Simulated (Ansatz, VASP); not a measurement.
LiF in VASP and in Ansatz

INCAR

```
ALGO = Normal
EDIFF = 1E-6
ENCUT = 520
ISIF = 2
ISMEAR = 0
LASPH = T
LCHARG = T
LELF = T
LREAL = F
LVHAR = T
LWAVE = F
NBANDS = 12
NELM = 80
PREC = Accurate
SIGMA = 0.05
```

KPOINTS

```
k-points
0
Gamma
  10 10 10
```

File POSCAR:

```
LiF
1.0
    2.4315563500      0.0000000000      0.0000000000
    0.0000000000      2.4315563500      0.0000000000
    0.0000000000      0.0000000000      2.6875096500
Li F
1 1
Direct
    0.0000000000      0.0000000000      0.0000000000
    0.5000000000      0.5000000000      0.5000000000
```

Input for Ansatz:

```yaml
crystal:
  lattice:
    - [2.43155635, 0.0, 0.0]
    - [0.0, 2.43155635, 0.0]
    - [0.0, 0.0, 2.68750965]
  atoms:
    - { symbol: Li, position: [0.0, 0.0, 0.0] }
    - { symbol: F, position: [0.5, 0.5, 0.5] }
basis:
  ecutwfc: 420
kpoints:
  mp_grid: { grid: [10, 10, 10] }
hamiltonian:
  xc: lda
scf:
  occupations: { method: gaussian, width: 0.05 }
output:
  forces: true
  stress: true
  eigenvalues: true
```

Change from the starting cell: strain -0.050 along x and y, +0.050 along z, atoms carried along.

Alike in both runs: task single point; functional LDA; k mesh 10 × 10 × 10; occupations gaussian, width 0.05 eV; no spin polarisation.

```csv
,VASP,Ansatz
version,VASP 6.6.1,Ansatz 0.2.0
potentials or method,"VASP PAW LDA potentials, release 64 (Li_sv, F), cutoff 520 eV","scalar-relativistic, plane waves, PAW"
valence electrons in the cell,10,10
```

```tsv
	VASP	Ansatz	Ansatz less VASP
gap on the k mesh at the Fermi level (eV)	7.31	7.32	+0.004
least direct gap on the mesh (eV)	7.94	7.95	+0.001
```

LDA's correlation is that of Perdew and Zunger in VASP and of Perdew and Wang (1992) in Ansatz.

Noted on VASP's run: the cutoff is short for stress, so the pressure is rough.
